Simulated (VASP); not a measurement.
# ZnSe (I-4m2) in VASP: a series of runs, part 2 of 2

VASP 6.6.1.

## (6) Single point, PBE (equal xx and yy strain of +2 %)

INCAR reads:

```
SYSTEM = ZnSe
PREC = Accurate
ENCUT = 520
EDIFF = 1E-6
ISMEAR = -1
SIGMA = 0.03
LREAL = .False.
LASPH = .True.
NELM = 60
ALGO = Normal
ISIF = 2
LWAVE = .False.
LCHARG = .False.
GGA = PE
NBANDS = 16
```

KPOINTS reads:

```
Automatic mesh
0
Gamma
  8 8 8
  0 0 0
```

POSCAR reads:

```
ZnSe
1.0
    0.0000000000      2.8904760000      2.8338000000
    2.8904760000      0.0000000000      2.8338000000
    2.8904760000      2.8904760000      0.0000000000
Zn Se
1 1
Direct
    0.0000000000      0.0000000000      0.0000000000
    0.7500000000      0.7500000000      0.7500000000
```

Potentials or basis: VASP PAW PBE potentials, release 64 (Zn, Se).

On the command line:

```console
$ cat potpaw_PBE.64/Zn/POTCAR potpaw_PBE.64/Se/POTCAR > POTCAR
$ mpirun -np 1 vasp_std > vasp.out
```

OUTCAR:

```text
SYSTEM = ZnSe
   PREC = Accurate
   ENCUT = 520
   EDIFF = 1E-6
   ISMEAR = -1
   LREAL = .False.
   LASPH = .True.
   NELM = 60
   ISIF = 2
   GGA = PE

 ion  position               nearest neighbor table
   1  0.000  0.000  0.000-   2 2.49   2 2.49   2 2.49   2 2.49
   2  0.750  0.750  0.750-   1 2.49   1 2.49   1 2.49   1 2.49

  LATTYP: Found a body centered tetragonal cell.
 ALAT       =     4.0877503609
 C/A-ratio  =     1.3864838847

  Lattice vectors:

 A1 = (   0.0000000000,  -2.8904760000,  -2.8338000000)
 A2 = (   0.0000000000,   2.8904760000,  -2.8338000000)
 A3 = (   2.8904760000,   0.0000000000,   2.8338000000)

Analysis of symmetry for initial positions (statically):
=====================================================================
 Subroutine PRICEL returns:
 Original cell was already a primitive cell.

 Routine SETGRP: Setting up the symmetry group for a
 body centered tetragonal supercell.

 Subroutine GETGRP returns: Found  8 space group operations
 (whereof  8 operations were pure point group operations)
 out of a pool of 16 trial point group operations.

The static configuration has the point symmetry D_2d.

Analysis of symmetry for dynamics (positions and initial velocities):
=====================================================================
 Subroutine PRICEL returns:
 Original cell was already a primitive cell.

 Routine SETGRP: Setting up the symmetry group for a
 body centered tetragonal supercell.

 Subroutine GETGRP returns: Found  8 space group operations
 (whereof  8 operations were pure point group operations)
 out of a pool of 16 trial point group operations.

The dynamic configuration has the point symmetry D_2d.

 Subroutine INISYM returns: Found  8 space group operations
 (whereof  8 operations are pure point group operations),
 and found     1 'primitive' translations

----------------------------------------------------------------------------------------

                                     Primitive cell

  volume of cell :      47.3520

  direct lattice vectors                    reciprocal lattice vectors
     0.000000000  2.890476000  2.833800000    -0.172981889  0.172981889  0.176441527
     2.890476000  0.000000000  2.833800000     0.172981889 -0.172981889  0.176441527
     2.890476000  2.890476000  0.000000000     0.172981889  0.172981889 -0.176441527

  length of vectors
     4.047872768  4.047872768  4.087750361     0.301624072  0.301624072  0.301624072

  position of ions in fractional coordinates (direct lattice)
     0.000000000  0.000000000  0.000000000
     0.750000000  0.750000000  0.750000000

  ion indices of the primitive-cell ions
   primitive index   ion index
                 1           1
                 2           2

----------------------------------------------------------------------------------------

 KPOINTS: Automatic mesh

Automatic generation of k-mesh.
 Grid dimensions read from file:
 generate k-points for:    8    8    8

 Generating k-lattice:

  Cartesian coordinates                     Fractional coordinates (reciprocal lattice)
    -0.021622736  0.021622736  0.022055191     0.125000000  0.000000000  0.000000000
     0.021622736 -0.021622736  0.022055191     0.000000000  0.125000000  0.000000000
     0.021622736  0.021622736 -0.022055191     0.000000000  0.000000000  0.125000000

  Length of vectors
     0.037703009  0.037703009  0.037703009

  Shift w.r.t. Gamma in fractional coordinates (k-lattice)
     0.000000000  0.000000000  0.000000000

 Subroutine IBZKPT returns following result:
 ===========================================

 Found     59 irreducible k-points:

 Following reciprocal coordinates:
            Coordinates               Weight
  0.000000  0.000000  0.000000      1.000000
  0.125000  0.000000  0.000000      8.000000
  0.250000  0.000000  0.000000      8.000000
  0.375000  0.000000  0.000000      8.000000
  0.500000  0.000000  0.000000      4.000000
  0.125000  0.125000  0.000000      2.000000
[... 16 lines left out ...]
  0.250000  0.000000  0.125000     16.000000
  0.375000 -0.000000  0.125000     16.000000
 [... further k-points ...]
   k-points           NKPTS =     59   k-points in BZ     NKDIM =     59   number of bands    NBANDS=     16
   number of dos      NEDOS =    301   number of ions     NIONS =      2
   total plane-waves  NPLWV =  27000
   dimension x,y,z NGX =    30 NGY =   30 NGZ =   30
   dimension x,y,z NGXF=    60 NGYF=   60 NGZF=   60
   ions per type =               1   1
   NGX,Y,Z   is equivalent  to a cutoff of  12.32, 12.32, 12.20 a.u.
   NGXF,Y,Z  is equivalent  to a cutoff of  24.64, 24.64, 24.40 a.u.
 SYSTEM =  ZnSe
   PREC   = accura    normal or accurate (medium, high low for compatibility)
   ISTART =      0    job   : 0-new  1-cont  2-samecut
   ICHARG =      2    charge: 1-file 2-atom 10-const
   ISPIN  =      1    spin polarized calculation?
   LNONCOLLINEAR =      F non collinear calculations
   LSORBIT =      F    spin-orbit coupling
   LASPH  =      T    aspherical Exc in radial PAW
   ENCUT  =  520.0 eV  38.22 Ry    6.18 a.u.   7.53  7.53  7.60*2*pi/ulx,y,z
   NELM   =     60;   NELMIN=  2; NELMDL= -5     # of ELM steps
   EDIFF  = 0.1E-05   stopping-criterion for ELM
   LREAL  =      F    real-space projection
   EDIFFG = 0.1E-04   stopping-criterion for IOM
   NSW    =      0    number of steps for IOM
   IBRION =     -1    ionic relax: 0-MD 1-quasi-New 2-CG
   NFREE  =      0    steps in history (QN), initial steepest desc. (CG)
   ISIF   =      2    stress and relaxation
   ISYM   =      2    0-nonsym 1-usesym 2-fastsym
   POTIM  = 0.5000    time-step for ionic-motion
   TEBEG  =    0.0;   TEEND  =   0.0 temperature during run
   PSTRESS=    0.0 pullay stress
   NELECT =      18.0000    total number of electrons
   NUPDOWN=      -1.0000    fix difference up-down
   EMIN   =  10.00;   EMAX   =-10.00  energy-range for DOS
   EFERMI =   0.00;   METHOD = LEGACY
   ISMEAR =    -1;   SIGMA  =   0.03  broadening in eV -4-tet -1-fermi 0-gaus
   EFERMI_NEDOS =   21; number of points for ismear=-14 and -15
   IALGO  =     38    algorithm
   IMIX   =      4    mixing-type and parameters
     AMIX     =   0.40;   BMIX     =  1.00
     AMIX_MAG =   1.60;   BMIX_MAG =  1.00
  volume/ion in A,a.u.               =      23.68       159.77
  Fermi-wavevector in a.u.,A,eV,Ry     =   1.185914  2.241052 19.135110  1.406391
  Thomas-Fermi vector in A             =   2.322097
   LORBIT       =      0    0 simple, 1 ext, 2 COOP (PROOUT), +10 PAW based schemes
   GGA     = PE    functional components
[... 5 lines left out ...]
 non-spin polarized calculation
  energy-cutoff  :      520.00
  volume of cell :       47.35
 maximum number of plane-waves:      1295
   NGX = 15   NGY = 15   NGZ = 15

 number of electron      18.0000016 magnetization

 Free energy of the ion-electron system (eV)
  ---------------------------------------------------
  ext. energy  EPLUGINS =         0.00000000
  ---------------------------------------------------
  free energy    TOTEN  =        -6.03124768 eV

  energy without entropy =       -6.03124768  energy(sigma->0) =       -6.03124768

 E-fermi :   1.8664     XC(G=0):  -9.1423

 val. band max:        1.3261107093   @ k =   0.0000   0.0000   0.0000
 cond. band min:       2.4126065175   @ k =   0.0000   0.0000   0.0000
 fundamental gap:      1.0864958082
 Fermi energy:         1.8663766148

 k-point     1 :       0.0000    0.0000    0.0000
  band No.  band energies     occupation
      1     -11.7308      2.00000
      2      -5.1308      2.00000
      3      -5.1308      2.00000
      4      -5.1225      2.00000
      5      -4.7948      2.00000
      6      -4.7925      2.00000
[... 8 lines left out ...]
     15      12.4875      0.00000
     16      12.8187      0.00000

 k-point     2 :       0.1250    0.0000    0.0000
  band No.  band energies     occupation
      1     -11.6377      2.00000
      2      -5.1205      2.00000
      3      -5.1166      2.00000
      4      -5.1091      2.00000
      5      -4.7956      2.00000
      6      -4.7941      2.00000
[... 8 lines left out ...]
     15      11.8851      0.00000
     16      12.0507      0.00000
[... 387 lines left out ...]
      5      -4.8091      2.00000
      6      -4.7816      2.00000
[... 8 lines left out ...]
     15      12.7502      0.00000
     16      13.2724      0.00000

 k-point    24 :       0.3750   -0.0000    0.1250
  band No.  band energies     occupation
      1     -11.1541      2.00000
      2      -5.0677      2.00000
      3      -5.0348      2.00000
      4      -4.9513      2.00000
      5      -4.7917      2.00000
      6      -4.7751      2.00000
[... 8 lines left out ...]
     15      12.9075      0.00000
     16      13.4661      0.00000

 [... further k-points ...]
[... 5 lines left out ...]
  --------------------------------------------------------------------------------------
  -------------------------------------------------------------------------------------
  Total       -0.0925687     -0.0925687      0.1021883      0.0000000     -0.0000000      0.0000000
  in kB       -3.1321094     -3.1321094      3.4575931      0.0000000     -0.0000000      0.0000000
  external PRESSURE =      -0.9355419 kB  Pullay stress =       0.0000000 kB

 VOLUME and BASIS-vectors are now :
 -----------------------------------------------------------------------------
  energy-cutoff  :      520.00
  volume of cell :       47.35
      direct lattice vectors                 reciprocal lattice vectors
     0.000000000  2.890476000  2.833800000    -0.172981889  0.172981889  0.176441527
     2.890476000  0.000000000  2.833800000     0.172981889 -0.172981889  0.176441527
     2.890476000  2.890476000  0.000000000     0.172981889  0.172981889 -0.176441527

 POSITION                                       TOTAL-FORCE (eV/Angst)
 -----------------------------------------------------------------------------------
      0.00000      0.00000      0.00000        -0.000000     -0.000000      0.000000
      4.33571      4.33571      4.25070         0.000000      0.000000     -0.000000
 -----------------------------------------------------------------------------------
    total drift:                                0.000002      0.000002      0.000000

  FREE ENERGIE OF THE ION-ELECTRON SYSTEM (eV)
  ---------------------------------------------------
  free  energy   TOTEN  =        -6.0312476758 eV

  energy  without entropy=       -6.0312476757  energy(sigma->0) =       -6.03124768
```

stdout:

```text
POSCAR found type information on POSCAR ZnSe
 POSCAR found :  2 types and       2 ions
 scaLAPACK will be used
 LDA part: xc-table for (Slater+PW92), standard interpolation
 POSCAR, INCAR and KPOINTS ok, starting setup
 FFT: planning ... GRIDC
 FFT: planning ... GRID_SOFT
 FFT: planning ... GRID
 WAVECAR not read
 entering main loop
```

Wall time 37 s (1 thread of AMD EPYC 9R45 (Zen 5), shared host); peak memory 0.16 GiB.

What came out:

```yaml
Free_energy: -6.0312 eV
Pressure: -0.1 GPa
Band_gap_on_the_k_mesh: 1.09 eV, direct
```

Stress tensor (GPa, compression positive):
```
-0.31  0.00  0.00
 0.00 -0.31  0.00
 0.00  0.00  0.35
```

Caveat: the cell differs from its parent crystal (equal xx and yy strain of +2 %).

## (7) Summary

| cell | gap on the mesh (eV) | pressure (GPa) |
| --- | --- | --- |
| a = 3.988, b = 3.988, c = 4.008 Å, angles 59.8, 59.8, 60.3°, 2 atoms | 1.31 | 3.0 |
| a = 4.028, b = 4.028, c = 4.008 Å, angles 60.2, 60.2, 59.7°, 2 atoms | 1.24 | 1.7 |
| a = 4.048, b = 4.048, c = 4.008 Å, angles 60.3, 60.3, 59.3°, 2 atoms | 1.18 | 1.1 |
| a = 4.068, b = 4.068, c = 4.008 Å, angles 60.5, 60.5, 59.0°, 2 atoms | 1.13 | 0.5 |
| a = 4.048, b = 4.048, c = 4.088 Å, angles 59.7, 59.7, 60.7°, 2 atoms | 1.09 | -0.1 |

Alike in all rows: task single point; level PBE; potentials or basis VASP PAW PBE potentials, release 64 (Zn, Se); no spin polarisation; k mesh 8 × 8 × 8; cutoff (eV) 520; smearing fermi-dirac 0.03 eV.

Total energies depend on the potentials used, so only differences within one code and one set of settings carry meaning.
